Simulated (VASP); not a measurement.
Wanted: the native input for a VASP 6.6.1 run.

| Quantity | Value |
| --- | --- |
| Task | single point |
| Functional | revPBE |
| Dispersion | D3(BJ) |
| Potentials or basis | VASP PAW PBE potentials, release 64 (Co, Pd, O) |
| Cutoff | 520 eV |
| k mesh | 10 × 10 × 10 |
| Occupations | gaussian, width 0.05 eV |
| Spin | collinear spin |
| Starting moments | [0.05, 0.05, 0.0, 0.0] μB |
| Hubbard terms | Co d U = 3.3 eV |
| Dipole correction | no |
| Further INCAR settings | ALGO = Normal; EDIFF = 1e-06; NBANDS = 28 |

The structure of CoPdO2 lies in POSCAR:

```
CoPdO2
1.0
    1.4240782589      0.8221919661      5.9467964421
   -1.4240782589      0.8221919661      5.9467964421
    0.0000000000     -1.6443839322      5.9467964422
Co Pd O
1 1 2
Direct
    0.5000000000      0.5000000000      0.5000000000
    0.0000000000      0.0000000000      0.0000000000
    0.1119917505      0.1119917505      0.1119917505
    0.8880082495      0.8880082495      0.8880082495
```

The input as run:

INCAR

```
PREC = Accurate ; ENCUT = 520
EDIFF = 1E-6 ; ISMEAR = 0
SIGMA = 0.05 ; LREAL = False
LASPH = True ; NELM = 150
ALGO = Normal ; ISIF = 2
LWAVE = False ; LCHARG = False
ISPIN = 2 ; MAGMOM = 0.05 0.05 0 0
LORBIT = 11 ; LMAXMIX = 4
LDAU = True ; LDAUTYPE = 2
LDAUL = 2 -1 -1 ; LDAUU = 3.3 0 0
LDAUJ = 0 0 0 ; LDAUPRINT = 1
GGA = RE ; IVDW = 12
NBANDS = 28
```

KPOINTS

```
regular mesh
0
Gamma
  10 10 10
```

Potentials or basis: VASP PAW PBE potentials, release 64 (Co, Pd, O).

Run with:

```console
$ cat potpaw_PBE.64/Co/POTCAR potpaw_PBE.64/Pd/POTCAR potpaw_PBE.64/O/POTCAR > POTCAR
$ mpirun -np 1 vasp_std > vasp.out
```

Results of the run:

The pressure is -3.4 GPa. The largest force is 0.076 eV/Å, the net moment is 0.00 μB per cell and the valence electrons inside the program's atomic spheres are Co 8.40; Pd 9.39; O 5.02. The dispersion energy per atom is -0.559 eV.

Caveat: the cell stands under tension; the PAW data sets were made with another functional, which shifts forces and pressure a little.

It took 13 min on 1 thread of AMD EPYC 9R45 96-Core Processor (Zen 5) (shared host), peak memory 0.53 GiB.
